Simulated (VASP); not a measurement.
Sc2AlP3: relaxation of cell and atoms with PBE

The system is Sc2AlP3.

```
Sc Al P
1.0
     2.50913   -5.30851    0.00000
     2.50913    5.30851    0.00000
     0.00000    0.00000    3.95143
Sc Al P
2 1 3
Direct
  0.65497 0.34503 0.50000
  0.34503 0.65497 0.50000
  0.00000 0.00000 0.00000
  0.14539 0.85461 0.50000
  0.85461 0.14539 0.50000
  0.50000 0.50000 0.00000
```

The cell was built from a structure type or drawn by symmetry, and may not be a known phase.

```json
{"Program": "VASP 6.6.1", "Task": "relaxation of cell and atoms", "Functional": "PBE", "Potentials or basis": "VASP PAW PBE potentials, release 64 (Sc_sv, Al, P)", "Cutoff": "600 eV", "k mesh": "4 × 4 × 4", "Occupations": "gaussian, width 0.1 eV", "Spin": "no spin polarisation", "Dipole correction": "no", "Further INCAR settings": "ALGO = Normal; EDIFF = 1e-06; IBRION = 2; EDIFFG = -0.04; NSW = 90; ISIF = 3"}
```

The relaxed volume is 20.32 Å³/atom. The relaxed cell is a = 6.583 Å, b = 6.583 Å, c = 3.858 Å, α = 90.00°, β = 90.00°, γ = 133.18° and the space group after relaxing (to 0.1 Å) is Cmmm (No. 65). The energy gained by relaxing is 441.1 meV/atom, the ionic steps are 11 and the pressure after relaxing is 0.0 GPa. The largest force after relaxing is 0.012 eV/Å. The band gap on the k mesh is zero (bands 20 and 21 overlap by 0.17 eV).

Forces in eV/Å, atoms in the order of the input:
```
Sc   0.000  0.009  0.000
Sc   0.000 -0.009  0.000
Al   0.000  0.000  0.000
P    0.000  0.012  0.000
P    0.000 -0.012  0.000
P    0.000  0.000  0.000
```

Stress tensor (GPa, compression positive):
```
 0.09  0.00  0.00
 0.00  0.05  0.00
 0.00  0.00 -0.05
```

The path:
| step | energy change (eV) | largest force (eV/Å) | pressure (GPa) | volume (Å³) |
| --- | --- | --- | --- | --- |
| 1 | 0.0000 | 5.5719 | 23.34 | 105.26 |
| 2 | -1.2891 | 0.5758 | -7.96 | 147.32 |
| 3 | -2.4912 | 0.7778 | 0.18 | 123.47 |
| 4 | -2.4997 | 0.7398 | 0.62 | 122.77 |
| 5 | -2.5062 | 0.6626 | 1.42 | 121.58 |
| 6 | -2.5897 | 0.3873 | -1.09 | 124.70 |
| 7 | -2.5967 | 0.2897 | -1.95 | 125.84 |
| 8 | -2.6426 | 0.0237 | -0.56 | 123.05 |
| 9 | -2.6453 | 0.0645 | -0.11 | 122.22 |
| 10 | -2.6453 | 0.0721 | -0.07 | 122.15 |
| 11 | -2.6467 | 0.0116 | 0.03 | 121.93 |

Final structure:
```
Sc Al P
1.0
     2.61545   -6.04106    0.00000
     2.61545    6.04106    0.00000
     0.00000    0.00000    3.85844
Sc Al P
2 1 3
Direct
  0.64705 0.35295 0.50000
  0.35295 0.64705 0.50000
  0.00000 0.00000 0.00000
  0.13924 0.86076 0.50000
  0.86076 0.13924 0.50000
  0.50000 0.50000 0.00000
```

Levels at points of the mesh, in eV from the Fermi level:
| k point | band 16 | band 17 | band 18 | band 19 | band 20 | band 21 | band 22 | band 23 | band 24 |
| --- | --- | --- | --- | --- | --- | --- | --- | --- | --- |
| (0.00, 0.00, 0.00) | -2.21 | -0.92 | -0.46 | -0.17 | -0.11 | 0.62 | 1.08 | 1.52 | 1.77 |
| (0.50, 0.00, 0.00) | -1.88 | -1.63 | -1.63 | -1.15 | -0.56 | 0.16 | 1.80 | 1.88 | 2.85 |
| (0.50, 0.50, 0.00) | -1.93 | -1.40 | -1.09 | -0.39 | -0.11 | 0.44 | 1.47 | 1.68 | 1.75 |
| (0.00, 0.00, 0.50) | -2.82 | -1.67 | -1.53 | -1.13 | -0.35 | -0.14 | 0.19 | 1.47 | 2.37 |
| (0.50, 0.00, 0.50) | -2.50 | -2.20 | -2.04 | -1.01 | -0.85 | 1.08 | 1.32 | 2.35 | 2.58 |
| (0.50, 0.50, 0.50) | -2.02 | -1.68 | -1.29 | -1.26 | -0.40 | 0.04 | 0.97 | 1.51 | 1.83 |

It took 16 min on 1 thread of Oxide Virtual Turin-like Processor, with other jobs on the host, peak memory 0.27 GiB.

Caveat: the k points lie up to 0.41 Å⁻¹ apart in the final cell; the volume moved by over 15 % at a fixed basis, so the end points are rough.
